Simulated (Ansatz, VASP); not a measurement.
## SnH2Br2 in VASP and in Ansatz

```xyz
5
Lattice="4.3368 0.0000 0.0000 -2.1684 3.7558 0.0000 0.0000 0.0000 7.4859" Properties=species:S:1:pos:R:3 pbc="T T T"
Sn    0.0000    0.0000    0.0000
H     0.0000    2.5039    5.9437
H     2.1684    1.2519    1.5422
Br    0.0000    2.5039    1.6524
Br    2.1684    1.2519    5.8336
```

Change from the starting cell: species swapped into the CaMg2Bi2 type (P-3m1, No. 164).

Alike in both runs: functional PBE; k mesh 6 × 6 × 4; occupations gaussian, width 0.1 eV; no spin polarisation.

Ansatz relaxed the structure, and its values are those at the end. VASP's run is a single point on that final structure, the one shown.

|  | VASP | Ansatz |
| --- | --- | --- |
| version | VASP 6.6.1 | Ansatz 0.2.0 |
| potentials or method | VASP PAW PBE potentials, release 64 (Sn_d, H, Br), cutoff 520 eV | scalar-relativistic, plane waves, PAW |
| valence electrons in the cell | 30 | 30 |

```csv
,VASP,Ansatz,Ansatz less VASP
gap on the k mesh at the Fermi level (eV),none,none,-
pressure (GPa),0.0,0.0,+0.03
```

A gap of «none» marks a metal or a gap that the smearing closes.
